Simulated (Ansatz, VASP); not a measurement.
**One calculation of KI, two programs**

File INCAR:

```
ALGO = Normal
EDIFF = 1E-6
ENCUT = 520
GGA = PE
ISIF = 2
ISMEAR = -1
LASPH = True
LCHARG = False
LREAL = False
LWAVE = False
NBANDS = 15
NELM = 100
PREC = Accurate
SIGMA = 0.02
```

File KPOINTS:

```
k-points
0
Gamma
  6 6 6
```

The input POSCAR:

```
KI
1.0
    0.0000000000      3.5008945893      3.5008945893
    3.5008945893      0.0000000000      3.5008945893
    3.5008945893      3.5008945893      0.0000000000
K I
1 1
Direct
    0.0000000000      0.0000000000      0.0000000000
    0.5000000000      0.5000000000      0.5000000000
```

Input for Ansatz:

```yaml
crystal:
  lattice:
    - [0.0, 3.5008945893, 3.5008945893]
    - [3.5008945893, 0.0, 3.5008945893]
    - [3.5008945893, 3.5008945893, 0.0]
  atoms:
    - { symbol: K, position: [0.0, 0.0, 0.0] }
    - { symbol: I, position: [0.5, 0.5, 0.5] }
kpoints:
  mp_grid: { grid: [6, 6, 6] }
scf:
  occupations: { method: fermi_dirac, width: 0.02 }
hamiltonian:
  xc: pbe
  pseudopotentials: { kind: all_electron, lapw: { basis_error: 0.00025 } }
output:
  forces: true
  stress: true
  eigenvalues: true
```

Change from the starting cell: volume scaled by 0.98.

Alike in both runs: task single point; functional PBE; k mesh 6 × 6 × 6; occupations fermi-dirac, width 0.02 eV; no spin polarisation.

|  | VASP | Ansatz |
| --- | --- | --- |
| version | VASP 6.6.1 | Ansatz 0.2.0 |
| potentials or method | VASP PAW PBE potentials, release 64 (K_sv, I), cutoff 520 eV | all-electron LAPW, scalar-relativistic |

```csv
,VASP,Ansatz,Ansatz less VASP
gap on the k mesh at the Fermi level (eV),4.03,4.03,+0.004
pressure (GPa),1.0,1.0,-0.04
```

Ansatz ran all-electron here, and VASP with PAW potentials.

Neither program's run includes spin-orbit coupling.
